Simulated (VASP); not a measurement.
# AgI6 (Fm-3m) in VASP: single point with PBE

Aim: the single point of AgI6 with PBE.

All numbers are computed with VASP 6.6.1; they aren't measurements. Logs are shortened: lines on timing, memory, paths and dates and some standing lists are left out, and cuts for length are marked.

## Step 1: The cell of the first run

It takes space group Fm-3m (No. 225, cubic). The conventional cell has a = 10.241 Å, b = 10.241 Å, c = 10.241 Å, α = 90.00°, β = 90.00°, γ = 90.00°. Within 4.8 Å of Ag (site symmetry m-3m) lie 12 I at 3.62 Å. I (site symmetry mmm) has 2 Ag at 3.62 Å and 8 I at 3.62 Å within 4.8 Å.

## Step 2: Single point, PBE

The input, INCAR:

```
SYSTEM = AgI6
  PREC = Accurate
  ENCUT = 520
  EDIFF = 1E-6
  ISMEAR = 0
  SIGMA = 0.1
  LREAL = .FALSE.
  LASPH = .TRUE.
  NELM = 60
  ALGO = Normal
  ISIF = 2
  LWAVE = .FALSE.
  LCHARG = .FALSE.
  GGA = PE
  NBANDS = 36
```

The input, KPOINTS:

```
regular mesh
0
G
  6 6 6
  0 0 0
```

The input, POSCAR:

```
AgI6
1.0
    0.0000000000      5.1204949879      5.1204949879
    5.1204949879      0.0000000000      5.1204949879
    5.1204949879      5.1204949879      0.0000000000
Ag I
1 6
Direct
    0.0000000000      0.0000000000      0.0000000000
    0.5000000000      0.5000000000      0.0000000000
    0.5000000000      0.0000000000      0.5000000000
    0.0000000000      0.0000000000      0.5000000000
    0.0000000000      0.5000000000      0.0000000000
    0.0000000000      0.5000000000      0.5000000000
    0.5000000000      0.0000000000      0.0000000000
```

Potentials or basis: VASP PAW PBE potentials, release 64 (Ag, I).

Run with:

```console
> cat potpaw_PBE.64/Ag/POTCAR potpaw_PBE.64/I/POTCAR > POTCAR
> mpirun -np 1 vasp_std > vasp.out
```

OUTCAR:

```text
SYSTEM = AgI6
   PREC = Accurate
   ENCUT = 520
   EDIFF = 1E-6
   ISMEAR = 0
   LREAL = .FALSE.
   LASPH = .TRUE.
   NELM = 60
   ISIF = 2
   GGA = PE

 ion  position               nearest neighbor table
   1  0.000  0.000  0.000-
   2  0.500  0.500  0.000-
   3  0.500  0.000  0.500-
   4  0.000  0.000  0.500-
   5  0.000  0.500  0.000-
   6  0.000  0.500  0.500-
   7  0.500  0.000  0.000-

  LATTYP: Found a face centered cubic cell.
 ALAT       =    10.2409899758

  Lattice vectors:

 A1 = (   0.0000000000,   5.1204949879,   5.1204949879)
 A2 = (   5.1204949879,   0.0000000000,   5.1204949879)
 A3 = (   5.1204949879,   5.1204949879,   0.0000000000)

Analysis of symmetry for initial positions (statically):
=====================================================================
 Subroutine PRICEL returns:
 Original cell was already a primitive cell.

 Routine SETGRP: Setting up the symmetry group for a
 face centered cubic supercell.

 Subroutine GETGRP returns: Found 48 space group operations
[... 9 lines left out ...]

 Routine SETGRP: Setting up the symmetry group for a
 face centered cubic supercell.

 Subroutine GETGRP returns: Found 48 space group operations
[... 11 lines left out ...]
                                     Primitive cell

  volume of cell :     268.5133

  direct lattice vectors                    reciprocal lattice vectors
     0.000000000  5.120494988  5.120494988    -0.097646810  0.097646810  0.097646810
     5.120494988  0.000000000  5.120494988     0.097646810 -0.097646810  0.097646810
     5.120494988  5.120494988  0.000000000     0.097646810  0.097646810 -0.097646810

  length of vectors
     7.241473458  7.241473458  7.241473458     0.169129236  0.169129236  0.169129236

  position of ions in fractional coordinates (direct lattice)
     0.000000000  0.000000000  0.000000000
     0.500000000  0.500000000  0.000000000
     0.500000000  0.000000000  0.500000000
     0.000000000  0.000000000  0.500000000
     0.000000000  0.500000000  0.000000000
     0.000000000  0.500000000  0.500000000
     0.500000000  0.000000000  0.000000000

  ion indices of the primitive-cell ions
   primitive index   ion index
                 1           1
                 2           2
                 3           3
                 4           4
                 5           5
                 6           6
                 7           7

----------------------------------------------------------------------------------------

 KPOINTS: regular mesh

Automatic generation of k-mesh.
 Grid dimensions read from file:
 generate k-points for:    6    6    6

 Generating k-lattice:

  Cartesian coordinates                     Fractional coordinates (reciprocal lattice)
    -0.016274468  0.016274468  0.016274468     0.166666667  0.000000000  0.000000000
     0.016274468 -0.016274468  0.016274468     0.000000000  0.166666667  0.000000000
     0.016274468  0.016274468 -0.016274468     0.000000000  0.000000000  0.166666667

  Length of vectors
     0.028188206  0.028188206  0.028188206

  Shift w.r.t. Gamma in fractional coordinates (k-lattice)
     0.000000000  0.000000000  0.000000000

 Subroutine IBZKPT returns following result:
 ===========================================

 Found     16 irreducible k-points:

 Following reciprocal coordinates:
            Coordinates               Weight
  0.000000  0.000000  0.000000      1.000000
  0.166667  0.000000  0.000000      8.000000
  0.333333  0.000000  0.000000      8.000000
  0.500000  0.000000  0.000000      4.000000
  0.166667  0.166667  0.000000      6.000000
  0.333333  0.166667  0.000000     24.000000
[... 8 lines left out ...]
 -0.333333  0.333333  0.166667     24.000000
 -0.333333  0.500000  0.166667     12.000000
   k-points           NKPTS =     16   k-points in BZ     NKDIM =     16   number of bands    NBANDS=     36
   number of dos      NEDOS =    301   number of ions     NIONS =      7
   total plane-waves  NPLWV = 157464
   dimension x,y,z NGX =    54 NGY =   54 NGZ =   54
   dimension x,y,z NGXF=   108 NGYF=  108 NGZF=  108
   ions per type =               1   6
   NGX,Y,Z   is equivalent  to a cutoff of  12.40, 12.40, 12.40 a.u.
   NGXF,Y,Z  is equivalent  to a cutoff of  24.79, 24.79, 24.79 a.u.
 SYSTEM =  AgI6
   PREC   = accura    normal or accurate (medium, high low for compatibility)
   ISTART =      0    job   : 0-new  1-cont  2-samecut
   ICHARG =      2    charge: 1-file 2-atom 10-const
   ISPIN  =      1    spin polarized calculation?
   LNONCOLLINEAR =      F non collinear calculations
   LSORBIT =      F    spin-orbit coupling
   LASPH  =      T    aspherical Exc in radial PAW
   ENCUT  =  520.0 eV  38.22 Ry    6.18 a.u.  13.46 13.46 13.46*2*pi/ulx,y,z
   NELM   =     60;   NELMIN=  2; NELMDL= -5     # of ELM steps
   EDIFF  = 0.1E-05   stopping-criterion for ELM
   LREAL  =      F    real-space projection
   EDIFFG = 0.1E-04   stopping-criterion for IOM
   NSW    =      0    number of steps for IOM
   IBRION =     -1    ionic relax: 0-MD 1-quasi-New 2-CG
   NFREE  =      0    steps in history (QN), initial steepest desc. (CG)
   ISIF   =      2    stress and relaxation
   ISYM   =      2    0-nonsym 1-usesym 2-fastsym
   POTIM  = 0.5000    time-step for ionic-motion
   TEBEG  =    0.0;   TEEND  =   0.0 temperature during run
   PSTRESS=    0.0 pullay stress
   NELECT =      53.0000    total number of electrons
   NUPDOWN=      -1.0000    fix difference up-down
   EMIN   =  10.00;   EMAX   =-10.00  energy-range for DOS
   EFERMI =   0.00;   METHOD = LEGACY
   ISMEAR =     0;   SIGMA  =   0.10  broadening in eV -4-tet -1-fermi 0-gaus
   EFERMI_NEDOS =   21; number of points for ismear=-14 and -15
   IALGO  =     38    algorithm
   IMIX   =      4    mixing-type and parameters
     AMIX     =   0.40;   BMIX     =  1.00
     AMIX_MAG =   1.60;   BMIX_MAG =  1.00
  volume/ion in A,a.u.               =      38.36       258.86
  Fermi-wavevector in a.u.,A,eV,Ry     =   0.953187  1.801263 12.361787  0.908566
  Thomas-Fermi vector in A             =   2.081819
   LORBIT       =      0    0 simple, 1 ext, 2 COOP (PROOUT), +10 PAW based schemes
   GGA     = PE    functional components
   LHFCALC =     F    Hartree Fock is set to
   AEXX    =    0.0000 exact exchange contribution
   IVDW    =     0    specifies the selected vdW correction
   LEPSILON=     F    determine dielectric tensor
   LRPA    =     F    only Hartree local field effects (RPA)
 non-spin polarized calculation
 Gauss-broadening in eV      SIGMA  =   0.10
  energy-cutoff  :      520.00
  volume of cell :      268.51
 maximum number of plane-waves:      7247
 NGX is ok and might be reduce to    54
   NGX = 27   NGY = 27   NGZ = 27

 number of electron      53.0000002 magnetization

 Free energy of the ion-electron system (eV)
  ---------------------------------------------------
  ext. energy  EPLUGINS =         0.00000000
  ---------------------------------------------------
  free energy    TOTEN  =        -8.52418511 eV

  energy without entropy =       -8.43828000  energy(sigma->0) =       -8.48123255

 E-fermi :   3.3568     XC(G=0):  -8.4405

 val. band max:        3.3548104080   @ k =   0.3333   0.1667   0.0000
 cond. band min:       3.3590530771   @ k =  -0.1667   0.1667   0.0000
 fundamental gap:      0.0042426691
 Fermi energy:         3.3567953229

 k-point     1 :       0.0000    0.0000    0.0000
  band No.  band energies     occupation
      1      -9.8461      2.00000
      2      -8.7053      2.00000
      3      -8.7053      2.00000
      4      -8.7053      2.00000
      5      -8.1385      2.00000
      6      -8.1385      2.00000
[... 28 lines left out ...]
     35       9.7174      0.00000
     36       9.7174      0.00000

 k-point     2 :       0.1667    0.0000    0.0000
  band No.  band energies     occupation
      1      -9.7837      2.00000
      2      -8.8013      2.00000
      3      -8.6736      2.00000
      4      -8.6736      2.00000
      5      -8.1843      2.00000
      6      -8.1843      2.00000
[... 28 lines left out ...]
     35       9.5081      0.00000
     36       9.9634      0.00000

 k-point     3 :       0.3333    0.0000    0.0000
  band No.  band energies     occupation
      1      -9.6055      2.00000
      2      -9.0445      2.00000
      3      -8.5833      2.00000
      4      -8.5833      2.00000
      5      -8.3026      2.00000
      6      -8.3026      2.00000
[... 28 lines left out ...]
     35       9.6808      0.00000
     36      10.2281      0.00000

 k-point     4 :       0.5000    0.0000    0.0000
  band No.  band energies     occupation
      1      -9.3449      2.00000
      2      -9.3364      2.00000
      3      -8.4504      2.00000
      4      -8.4504      2.00000
      5      -8.4492      2.00000
      6      -8.4492      2.00000
[... 28 lines left out ...]
     35       9.7199      0.00000
     36      10.0029      0.00000

 k-point     5 :       0.1667    0.1667    0.0000
  band No.  band energies     occupation
      1      -9.7637      2.00000
      2      -8.7252      2.00000
      3      -8.7173      2.00000
      4      -8.7173      2.00000
      5      -8.2669      2.00000
      6      -8.1313      2.00000
[... 343 lines left out ...]
 k-point    14 :       0.5000    0.3333    0.1667
  band No.  band energies     occupation
      1      -9.4667      2.00000
      2      -9.0198      2.00000
      3      -8.7550      2.00000
      4      -8.5740      2.00000
      5      -8.4786      2.00000
      6      -8.2078      2.00000
[... 28 lines left out ...]
     35      10.4279      0.00000
     36      10.4685      0.00000

 k-point    15 :      -0.3333    0.3333    0.1667
  band No.  band energies     occupation
      1      -9.2398      2.00000
      2      -9.2364      2.00000
      3      -8.7106      2.00000
      4      -8.7065      2.00000
      5      -8.3240      2.00000
      6      -8.3238      2.00000
[... 28 lines left out ...]
     35       9.9478      0.00000
     36      10.6987      0.00000

 k-point    16 :      -0.3333    0.5000    0.1667
  band No.  band energies     occupation
      1      -9.2781      2.00000
      2      -9.0690      2.00000
      3      -8.7965      2.00000
      4      -8.7670      2.00000
      5      -8.4481      2.00000
      6      -8.2021      2.00000
[... 28 lines left out ...]
     35       9.9925      0.00000
     36      10.4624      0.00000

------------------------ aborting loop because EDIFF is reached ----------------------------------------

  FORCE on cell =-STRESS in cart. coord.  units (eV):
  Direction    XX          YY          ZZ          XY          YZ          ZX
  --------------------------------------------------------------------------------------
  -------------------------------------------------------------------------------------
  Total       -0.0339120     -0.0339120     -0.0339120      0.0000000      0.0000000     -0.0000000
  in kB       -0.2023479     -0.2023479     -0.2023479      0.0000000      0.0000000     -0.0000000
  external PRESSURE =      -0.2023479 kB  Pullay stress =       0.0000000 kB

 VOLUME and BASIS-vectors are now :
 -----------------------------------------------------------------------------
  energy-cutoff  :      520.00
  volume of cell :      268.51
      direct lattice vectors                 reciprocal lattice vectors
     0.000000000  5.120494988  5.120494988    -0.097646810  0.097646810  0.097646810
     5.120494988  0.000000000  5.120494988     0.097646810 -0.097646810  0.097646810
     5.120494988  5.120494988  0.000000000     0.097646810  0.097646810 -0.097646810

 POSITION                                       TOTAL-FORCE (eV/Angst)
 -----------------------------------------------------------------------------------
      0.00000      0.00000      0.00000        -0.000000      0.000000     -0.000000
      2.56025      2.56025      5.12049         0.000000     -0.000000     -0.000000
      2.56025      5.12049      2.56025         0.000000      0.000000      0.000000
      2.56025      2.56025      0.00000         0.000000     -0.000000      0.000000
      2.56025      0.00000      2.56025        -0.000000      0.000000      0.000000
      5.12049      2.56025      2.56025        -0.000000      0.000000     -0.000000
      0.00000      2.56025      2.56025        -0.000000      0.000000     -0.000000
 -----------------------------------------------------------------------------------
    total drift:                                0.000000      0.000000     -0.000000

  FREE ENERGIE OF THE ION-ELECTRON SYSTEM (eV)
  ---------------------------------------------------
  free  energy   TOTEN  =        -8.5241851102 eV

  energy  without entropy=       -8.4382799973  energy(sigma->0) =       -8.48123255
```

Wall time 85 s (1 thread of Intel Xeon 6975P-C (Granite Rapids), shared host); peak memory 0.46 GiB.

What came out:

```
Free energy : -8.5242 eV
Pressure    : 0.0 GPa
```

Levels at points of the mesh, in eV from the Fermi level:
```csv
k point,band 24,band 25,band 26,band 27,band 28,band 29,band 30,band 31
"(0.00, 0.00, 0.00)",0.20,0.20,0.29,0.29,0.42,0.42,0.42,3.88
"(0.50, 0.00, 0.00)",-0.55,-0.34,0.20,0.20,0.23,0.23,1.60,4.00
"(0.50, 0.50, 0.00)",-1.58,-1.37,-0.13,-0.13,0.23,0.43,2.14,3.82
```

Caveat: spin-orbit coupling is left out, which moves the levels of the heavy elements; an odd number of electrons without spin polarisation forces a metal; a magnetic or distorted state may lie lower.
